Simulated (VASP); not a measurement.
Input of a VASP 6.6.1 run:

Contents of INCAR:

```
SYSTEM = Bi
  ALGO = Normal
  DIPOL = 0.5 0.5 0.500
  EDIFF = 1E-7
  ENCUT = 520
  IDIPOL = 3
  ISIF = 2
  ISMEAR = 0
  LASPH = .TRUE.
  LCHARG = .FALSE.
  LDIPOL = .TRUE.
  LREAL = .FALSE.
  LWAVE = .FALSE.
  NBANDS = 22
  NELM = 60
  PREC = Accurate
  SIGMA = 0.02
```

File KPOINTS:

```
k-points
0
G
  9 9 1
  0 0 0
```

The input POSCAR:

```
Bi
1.0
    4.0130000000      0.0000000000      0.0000000000
   -2.0065000000      3.4753599454      0.0000000000
    0.0000000000      0.0000000000     28.0000000000
Bi
2
Direct
    0.3333333333      0.6666666667      0.5393750000
    0.6666666667      0.3333333333      0.4606250000
```

Potentials or basis: VASP PAW LDA potentials, release 64 (Bi_d).

Command:

```console
$ cat potpaw_LDA.64/Bi_d/POTCAR > POTCAR
$ mpirun -np 1 vasp_std > vasp.out
```

(1) Estimate the largest force.

(2) Estimate the band gap on the k mesh.

Answers

(1) 1.955 eV/Å.

(2) zero (bands 15 and 16 overlap by 1.27 eV).

Caveat: spin-orbit coupling is left out, which moves the levels of the heavy elements.
